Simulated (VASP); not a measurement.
Write the native input for VASP 6.6.1 that does the following.

| Property | Result |
| --- | --- |
| Task | single point |
| Functional | PBE |
| Dispersion | D3(BJ) |
| Potentials or basis | VASP PAW PBE potentials, release 64 (C, Al) |
| Cutoff | 520 eV |
| k mesh | 2 × 2 × 1 |
| Occupations | gaussian, width 0.05 eV |
| Spin | collinear spin, zero start |
| Starting moments | [0.0, 0.0, 0.0, 0.0, 0.0, 0.0, 0.0, 0.0, 0.0, 0.0, 0.0, 0.0, 0.0, 0.0, 0.0, 0.0, 0.0, 0.0, 0.0] μB |
| Dipole correction | no |
| Further INCAR settings | LREAL = Auto; ALGO = Normal; EDIFF = 1e-06; NBANDS = 56 |

The structure of AlC18 lies in POSCAR:

```
AlC18
1.0
    7.3980000000      0.0000000000      0.0000000000
   -3.6990000000      6.4068560000      0.0000000000
    0.0000000000      0.0000000000     11.0000000000
C Al
18 1
Direct
    0.0031976588      0.0026318681      0.0889267273
    0.2268093635      0.1144105627      0.0889104545
    0.0039261323      0.3352964387      0.0890383636
    0.2261238146      0.4463952366      0.0890077273
    0.0031977159      0.6672324148      0.0889267273
    0.2268093524      0.7790655822      0.0889104545
    0.3386212133      0.0026438865      0.0888966364
    0.5605475091      0.1136070484      0.0890878182
    0.3377701652      0.3363510901      0.0891074545
    0.5594488893      0.4463738533      0.0890407273
    0.3377702185      0.6680857194      0.0891074545
    0.5594488605      0.7797417329      0.0890407273
    0.6705691858      0.0019499424      0.0890276364
    0.8922581861      0.1136112627      0.0891590909
    0.6705691088      0.3352858251      0.0890276364
    0.8922581702      0.4453135828      0.0891590909
    0.6694549473      0.6680607462      0.0891859091
    0.8913488739      0.7790078316      0.0889368182
    0.1150561623     -0.1091385541      0.2875026364
```

One way to write it, as run:

INCAR

```
ALGO = Normal
EDIFF = 1E-6
ENCUT = 520
GGA = PE
ISIF = 2
ISMEAR = 0
ISPIN = 2
IVDW = 12
LASPH = True
LCHARG = False
LORBIT = 11
LREAL = Auto
LWAVE = False
MAGMOM = 0 0 0 0 0 0 0 0 0 0 0 0 0 0 0 0 0 0 0
NBANDS = 56
NELM = 150
PREC = Accurate
SIGMA = 0.05
```

KPOINTS

```
k-points
0
Gamma
  2 2 1
```

Potentials or basis: VASP PAW PBE potentials, release 64 (C, Al).

Launch:

```console
$ cat potpaw_PBE.64/C/POTCAR potpaw_PBE.64/Al/POTCAR > POTCAR
$ mpirun -np 1 vasp_std > vasp.out
```

It gave:

| Item | Value |
| --- | --- |
| Largest force | 0.019 eV/Å |
| Net moment | 0.00 μB per cell |
| Valence electrons inside the program's atomic spheres | C 2.65, 2.66; Al 0.74 |
| Dispersion energy per atom | -0.095 eV |

Caveat: the k points lie up to 0.49 Å⁻¹ apart.

Wall time 3.8 min on 1 thread of Intel(R) Xeon(R) 6975P-C (Granite Rapids) (shared host), peak memory 0.77 GiB.
